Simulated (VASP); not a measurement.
Here is a VASP 6.6.1 calculation.

INCAR

```
SYSTEM = Ti
PREC     = Accurate       ! precision mode
ENCUT    = 520            ! plane-wave cutoff, eV
EDIFF    = 1E-7           ! SCF threshold, eV
ISMEAR   = 0              ! smearing method
SIGMA    = 0.15           ! smearing width, eV
LREAL    = .FALSE.        ! projectors in reciprocal space
LASPH    = .TRUE.         ! aspherical terms in the spheres
NELM     = 60             ! most SCF steps
ALGO     = Fast           ! electronic algorithm
ISIF     = 2              ! what is computed and relaxed
LWAVE    = .FALSE.        ! write WAVECAR
LCHARG   = .FALSE.        ! write CHGCAR
GGA      = PS             ! functional
NBANDS   = 19             ! bands
```

File KPOINTS:

```
Automatic mesh
0
G
  18 18 18
  0 0 0
```

POSCAR

```
Ti
1.0
    0.0000000000     -3.2102321259      0.0000000000
   -3.2102321259      0.0000000000      0.0000000000
    0.0000000000      0.0000000000     -3.2102321259
Ti
2
Direct
    0.5000000000      0.5000000000      0.5000000000
    0.0000000000      0.0000000000      0.0000000000
```

Potentials or basis: VASP PAW PBE potentials, release 64 (Ti_sv).

Command:

```bash
$ cat potpaw_PBE.64/Ti_sv/POTCAR > POTCAR
$ mpirun -np 1 vasp_std > vasp.out
```

(1) Predict the band gap on the k mesh.

(2) What does it give for the pressure?

Answers

(1) zero (band 12 reaches 9.50 eV, above the bottom of band 13 at 7.84 eV).

(2) -0.4 GPa.

Caveat: the PAW data sets were made with another functional, which shifts forces and pressure a little.
